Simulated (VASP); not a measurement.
Input of a VASP 6.6.1 run:

INCAR

```
SYSTEM = TiC
PREC = Accurate ; ENCUT = 520
EDIFF = 1E-6 ; ISMEAR = 0
SIGMA = 0.1 ; LREAL = .FALSE.
LASPH = .TRUE. ; NELM = 60
ALGO = Normal ; ISIF = 2
LWAVE = .FALSE. ; LCHARG = .FALSE.
GGA = PE ; NBANDS = 24
```

The input KPOINTS:

```
Automatic mesh
0
G
  6 6 4
  0 0 0
```

File POSCAR:

```
TiC
1.0
    3.9555860100      0.0000000000      0.0000000000
   -1.9777930000      3.4256379700      0.0000000000
    0.0000000000      0.0000000000      4.8532868900
Ti C
2 2
Direct
    0.3333333300      0.6666666700      0.0000000000
    0.6666666700      0.3333333300      0.0000000000
    0.3333333300      0.6666666700      0.5000000000
    0.6666666700      0.3333333300      0.5000000000
```

Potentials or basis: VASP PAW PBE potentials, release 64 (Ti_sv, C).

Launch:

```console
$ cat potpaw_PBE.64/Ti_sv/POTCAR potpaw_PBE.64/C/POTCAR > POTCAR
$ mpirun -np 1 vasp_std > vasp.out
```

Problem. What does it give for the band gap on the k mesh?

Solution. Zero (band 16 reaches 5.16 eV, above the bottom of band 17 at 4.02 eV).

Problem. Estimate the pressure.

Solution. -11.4 GPa.

Stress tensor (GPa, compression positive):
```
  4.39   0.00   0.00
  0.00   4.39   0.00
  0.00   0.00 -43.06
```
